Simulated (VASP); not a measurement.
# Sc4InSb (P4/mmm) in VASP: further runs

Sc4InSb is run at these levels: PBE; tasks: single point.

Program: VASP 6.6.1. These are calculated values, not measurements. Logs are shortened: lines on timing, memory, paths and dates and some standing lists are left out, and cuts for length are marked.

**1. The cell of the first run**

Symmetry: P4/mmm, No. 123, tetragonal system. Conventional cell: a = 4.844 Å, b = 4.844 Å, c = 6.793 Å, α = 90.00°, β = 90.00°, γ = 90.00°. Sc (site symmetry 2mm) has 2 In at 2.94 Å and 2 Sb at 2.97 Å and 6 Sc at 3.35 to 3.45 Å within 3.9 Å. Within 3.9 Å of In (site symmetry 4/mmm) lie 8 Sc at 2.94 Å. Sb (site symmetry 4/mmm) has 8 Sc at 2.97 Å within 3.9 Å.

The cell was built from a structure type or drawn by symmetry, and may not be a known phase.

**2. Single point, PBE**

File INCAR:

```
SYSTEM = Sc4InSb
  PREC = Accurate
  ENCUT = 520
  EDIFF = 1E-7
  ISMEAR = 0
  SIGMA = 0.1
  LREAL = .FALSE.
  LASPH = .TRUE.
  NELM = 60
  ALGO = Fast
  ISIF = 2
  LWAVE = .FALSE.
  LCHARG = .FALSE.
  GGA = PE
  NBANDS = 40
```

File KPOINTS:

```
regular mesh
0
G
  4 4 4
  0 0 0
```

File POSCAR:

```
Sc4InSb
1.0
    4.8444495816      0.0000000000      0.0000000000
    0.0000000000      4.8444495816      0.0000000000
    0.0000000000      0.0000000000      6.7928144655
Sc In Sb
4 1 1
Direct
    0.5000000000      0.0000000000      0.2537300497
    0.5000000000      0.0000000000      0.7462699503
    0.0000000000      0.5000000000      0.7462699503
    0.0000000000      0.5000000000      0.2537300497
    0.0000000000      0.0000000000      0.5000000000
    0.5000000000      0.5000000000      0.0000000000
```

Potentials or basis: VASP PAW PBE potentials, release 64 (Sc_sv, In_d, Sb).

Started as:

```bash
$ cat potpaw_PBE.64/Sc_sv/POTCAR potpaw_PBE.64/In_d/POTCAR potpaw_PBE.64/Sb/POTCAR > POTCAR
$ mpirun -np 1 vasp_std > vasp.out
```

OUTCAR:

```text
SYSTEM = Sc4InSb
   PREC = Accurate
   ENCUT = 520
   EDIFF = 1E-7
   ISMEAR = 0
   LREAL = .FALSE.
   LASPH = .TRUE.
   NELM = 60
   ISIF = 2
   GGA = PE

 ion  position               nearest neighbor table
   1  0.500  0.000  0.254-   5 2.94   5 2.94   6 2.97   6 2.97   2 3.35   4 3.43   4 3.43   4 3.43
                             4 3.43
   2  0.500  0.000  0.746-   5 2.94   5 2.94   6 2.97   6 2.97   1 3.35   3 3.43   3 3.43   3 3.43
                             3 3.43
   3  0.000  0.500  0.746-   5 2.94   5 2.94   6 2.97   6 2.97   4 3.35   2 3.43   2 3.43   2 3.43
                             2 3.43
   4  0.000  0.500  0.254-   5 2.94   5 2.94   6 2.97   6 2.97   3 3.35   1 3.43   1 3.43   1 3.43
                             1 3.43
   5  0.000  0.000  0.500-   1 2.94   2 2.94   3 2.94   4 2.94   3 2.94   4 2.94   1 2.94   2 2.94

   6  0.500  0.500  0.000-   1 2.97   2 2.97   3 2.97   4 2.97   1 2.97   2 2.97   3 2.97   4 2.97

  LATTYP: Found a simple tetragonal cell.
 ALAT       =     4.8444495816
 C/A-ratio  =     1.4021849853

  Lattice vectors:

 A1 = (   4.8444495816,   0.0000000000,   0.0000000000)
 A2 = (   0.0000000000,   4.8444495816,   0.0000000000)
 A3 = (   0.0000000000,   0.0000000000,   6.7928144655)

Analysis of symmetry for initial positions (statically):
=====================================================================
 Subroutine PRICEL returns:
 Original cell was already a primitive cell.

 Routine SETGRP: Setting up the symmetry group for a
 simple tetragonal supercell.

 Subroutine GETGRP returns: Found 16 space group operations
 (whereof 16 operations were pure point group operations)
 out of a pool of 16 trial point group operations.

The static configuration has the point symmetry D_4h.

Analysis of symmetry for dynamics (positions and initial velocities):
=====================================================================
 Subroutine PRICEL returns:
 Original cell was already a primitive cell.

 Routine SETGRP: Setting up the symmetry group for a
 simple tetragonal supercell.

 Subroutine GETGRP returns: Found 16 space group operations
 (whereof 16 operations were pure point group operations)
 out of a pool of 16 trial point group operations.

The dynamic configuration has the point symmetry D_4h.

 Subroutine INISYM returns: Found 16 space group operations
 (whereof 16 operations are pure point group operations),
 and found     1 'primitive' translations

----------------------------------------------------------------------------------------

                                     Primitive cell

  volume of cell :     159.4185

  direct lattice vectors                    reciprocal lattice vectors
     4.844449582  0.000000000  0.000000000     0.206421799  0.000000000  0.000000000
     0.000000000  4.844449582  0.000000000     0.000000000  0.206421799  0.000000000
     0.000000000  0.000000000  6.792814466     0.000000000  0.000000000  0.147214384

  length of vectors
     4.844449582  4.844449582  6.792814466     0.206421799  0.206421799  0.147214384

  position of ions in fractional coordinates (direct lattice)
     0.500000000  0.000000000  0.253730050
     0.500000000  0.000000000  0.746269950
     0.000000000  0.500000000  0.746269950
     0.000000000  0.500000000  0.253730050
     0.000000000  0.000000000  0.500000000
     0.500000000  0.500000000  0.000000000

  ion indices of the primitive-cell ions
   primitive index   ion index
                 1           1
                 2           2
                 3           3
                 4           4
                 5           5
                 6           6

----------------------------------------------------------------------------------------

 KPOINTS: regular mesh

Automatic generation of k-mesh.
 Grid dimensions read from file:
 generate k-points for:    4    4    4

 Generating k-lattice:

  Cartesian coordinates                     Fractional coordinates (reciprocal lattice)
     0.051605450  0.000000000  0.000000000     0.250000000  0.000000000  0.000000000
     0.000000000  0.051605450  0.000000000     0.000000000  0.250000000  0.000000000
     0.000000000  0.000000000  0.036803596     0.000000000  0.000000000  0.250000000

  Length of vectors
     0.051605450  0.051605450  0.036803596

  Shift w.r.t. Gamma in fractional coordinates (k-lattice)
     0.000000000  0.000000000  0.000000000

 Subroutine IBZKPT returns following result:
 ===========================================

 Found     18 irreducible k-points:

 Following reciprocal coordinates:
            Coordinates               Weight
  0.000000  0.000000  0.000000      1.000000
  0.250000  0.000000  0.000000      4.000000
  0.500000  0.000000  0.000000      2.000000
  0.250000  0.250000  0.000000      4.000000
  0.500000  0.250000  0.000000      4.000000
  0.500000  0.500000  0.000000      1.000000
[... 10 lines left out ...]
  0.500000  0.250000  0.500000      4.000000
  0.500000  0.500000  0.500000      1.000000
   k-points           NKPTS =     18   k-points in BZ     NKDIM =     18   number of bands    NBANDS=     40
   number of dos      NEDOS =    301   number of ions     NIONS =      6
   total plane-waves  NPLWV =  69984
   dimension x,y,z NGX =    36 NGY =   36 NGZ =   54
   dimension x,y,z NGXF=    72 NGYF=   72 NGZF=  108
   ions per type =               4   1   1
   NGX,Y,Z   is equivalent  to a cutoff of  12.35, 12.35, 13.22 a.u.
   NGXF,Y,Z  is equivalent  to a cutoff of  24.71, 24.71, 26.43 a.u.
 SYSTEM =  Sc4InSb
   PREC   = accura    normal or accurate (medium, high low for compatibility)
   ISTART =      0    job   : 0-new  1-cont  2-samecut
   ICHARG =      2    charge: 1-file 2-atom 10-const
   ISPIN  =      1    spin polarized calculation?
   LNONCOLLINEAR =      F non collinear calculations
   LSORBIT =      F    spin-orbit coupling
   LASPH  =      T    aspherical Exc in radial PAW
   ENCUT  =  520.0 eV  38.22 Ry    6.18 a.u.   9.01  9.01 12.63*2*pi/ulx,y,z
   NELM   =     60;   NELMIN=  2; NELMDL= -5     # of ELM steps
   EDIFF  = 0.1E-06   stopping-criterion for ELM
   LREAL  =      F    real-space projection
   EDIFFG = 0.1E-05   stopping-criterion for IOM
   NSW    =      0    number of steps for IOM
   IBRION =     -1    ionic relax: 0-MD 1-quasi-New 2-CG
   NFREE  =      0    steps in history (QN), initial steepest desc. (CG)
   ISIF   =      2    stress and relaxation
   ISYM   =      2    0-nonsym 1-usesym 2-fastsym
   POTIM  = 0.5000    time-step for ionic-motion
   TEBEG  =    0.0;   TEEND  =   0.0 temperature during run
   PSTRESS=    0.0 pullay stress
   NELECT =      62.0000    total number of electrons
   NUPDOWN=      -1.0000    fix difference up-down
   EMIN   =  10.00;   EMAX   =-10.00  energy-range for DOS
   EFERMI =   0.00;   METHOD = LEGACY
   ISMEAR =     0;   SIGMA  =   0.10  broadening in eV -4-tet -1-fermi 0-gaus
   EFERMI_NEDOS =   21; number of points for ismear=-14 and -15
   IALGO  =     68    algorithm
   IMIX   =      4    mixing-type and parameters
     AMIX     =   0.40;   BMIX     =  1.00
     AMIX_MAG =   1.60;   BMIX_MAG =  1.00
  volume/ion in A,a.u.               =      26.57       179.30
  Fermi-wavevector in a.u.,A,eV,Ry     =   1.194976  2.258177 19.428679  1.427968
  Thomas-Fermi vector in A             =   2.330953
   LORBIT       =      0    0 simple, 1 ext, 2 COOP (PROOUT), +10 PAW based schemes
   GGA     = PE    functional components
   LHFCALC =     F    Hartree Fock is set to
   AEXX    =    0.0000 exact exchange contribution
   IVDW    =     0    specifies the selected vdW correction
   LEPSILON=     F    determine dielectric tensor
   LRPA    =     F    only Hartree local field effects (RPA)
 non-spin polarized calculation
 RMM-DIIS sequential band-by-band and
 Gauss-broadening in eV      SIGMA  =   0.10
  energy-cutoff  :      520.00
  volume of cell :      159.42
 maximum number of plane-waves:      4312
   NGX = 19   NGY = 19   NGZ = 25

 number of electron      62.0000015 magnetization

 Free energy of the ion-electron system (eV)
  ---------------------------------------------------
  ext. energy  EPLUGINS =         0.00000000
  ---------------------------------------------------
  free energy    TOTEN  =       -33.46363754 eV

  energy without entropy =      -33.42091155  energy(sigma->0) =      -33.44227454

 E-fermi :   4.8355     XC(G=0):  -9.6353

 val. band max:        4.8247126795   @ k =   0.0000   0.0000   0.2500
 cond. band min:       4.8835646848   @ k =   0.2500   0.0000   0.2500
 fundamental gap:      0.0588520054
 Fermi energy:         4.8354717667

 k-point     1 :       0.0000    0.0000    0.0000
  band No.  band energies     occupation
      1     -45.1417      2.00000
      2     -45.1290      2.00000
      3     -45.1196      2.00000
      4     -45.1076      2.00000
      5     -23.8618      2.00000
      6     -23.8331      2.00000
[... 32 lines left out ...]
     39       6.5854      0.00000
     40       7.3175      0.00000

 k-point     2 :       0.2500    0.0000    0.0000
  band No.  band energies     occupation
      1     -45.1384      2.00000
      2     -45.1258      2.00000
      3     -45.1228      2.00000
      4     -45.1107      2.00000
      5     -23.8561      2.00000
      6     -23.8300      2.00000
[... 32 lines left out ...]
     39       6.7258      0.00000
     40       7.3931      0.00000

 k-point     3 :       0.5000    0.0000    0.0000
  band No.  band energies     occupation
      1     -45.1306      2.00000
      2     -45.1305      2.00000
      3     -45.1183      2.00000
      4     -45.1182      2.00000
      5     -23.8430      2.00000
      6     -23.8421      2.00000
[... 595 lines left out ...]
  band No.  band energies     occupation
      1     -45.1253      2.00000
      2     -45.1253      2.00000
      3     -45.1234      2.00000
      4     -45.1234      2.00000
      5     -23.8418      2.00000
      6     -23.8383      2.00000
[... 32 lines left out ...]
     39       6.3752      0.00000
     40       6.3988      0.00000

 k-point    18 :       0.5000    0.5000    0.5000
  band No.  band energies     occupation
      1     -45.1252      2.00000
      2     -45.1252      2.00000
      3     -45.1234      2.00000
      4     -45.1234      2.00000
      5     -23.8649      2.00000
      6     -23.8610      2.00000
[... 32 lines left out ...]
     39       6.3258      0.00000
     40       6.3368      0.00000

------------------------ aborting loop because EDIFF is reached ----------------------------------------

  FORCE on cell =-STRESS in cart. coord.  units (eV):
  Direction    XX          YY          ZZ          XY          YZ          ZX
  --------------------------------------------------------------------------------------
  -------------------------------------------------------------------------------------
  Total        0.2826248      0.2826248      0.1896783      0.0000000      0.0000000      0.0000000
  in kB        2.8404176      2.8404176      1.9062925      0.0000000      0.0000000      0.0000000
  external PRESSURE =       2.5290426 kB  Pullay stress =       0.0000000 kB

 VOLUME and BASIS-vectors are now :
 -----------------------------------------------------------------------------
  energy-cutoff  :      520.00
  volume of cell :      159.42
      direct lattice vectors                 reciprocal lattice vectors
     4.844449582  0.000000000  0.000000000     0.206421799  0.000000000  0.000000000
     0.000000000  4.844449582  0.000000000     0.000000000  0.206421799  0.000000000
     0.000000000  0.000000000  6.792814466     0.000000000  0.000000000  0.147214384

 POSITION                                       TOTAL-FORCE (eV/Angst)
 -----------------------------------------------------------------------------------
      2.42222      0.00000      1.72354         0.000000     -0.000000      0.002796
      2.42222      0.00000      5.06927        -0.000000     -0.000000     -0.002796
      0.00000      2.42222      5.06927        -0.000000      0.000000     -0.002796
      0.00000      2.42222      1.72354        -0.000000      0.000000      0.002796
      0.00000      0.00000      3.39641        -0.000000     -0.000000      0.000000
      2.42222      2.42222      0.00000        -0.000000     -0.000000      0.000000
 -----------------------------------------------------------------------------------
    total drift:                                0.000000      0.000000     -0.000000

  FREE ENERGIE OF THE ION-ELECTRON SYSTEM (eV)
  ---------------------------------------------------
  free  energy   TOTEN  =       -33.4636375390 eV

  energy  without entropy=      -33.4209115498  energy(sigma->0) =      -33.44227454
```

It took 14 min on 1 thread of Intel Xeon 8259CL, shared host; peak memory 0.32 GiB.

Results:

| Item | Value |
| --- | --- |
| Free energy | -33.4636 eV |
| Pressure | 0.3 GPa |
| Band gap on the k mesh | zero (bands 31 and 32 overlap by 0.64 eV) |

Forces in eV/Å, atoms in the order of the input:
```
Sc   0.000  0.000  0.003
Sc   0.000  0.000 -0.003
Sc   0.000  0.000 -0.003
Sc   0.000  0.000  0.003
In   0.000  0.000  0.000
Sb   0.000  0.000  0.000
```

Caveat: spin-orbit coupling is left out, which moves the levels of the heavy elements.

[end of part 1 of 2]
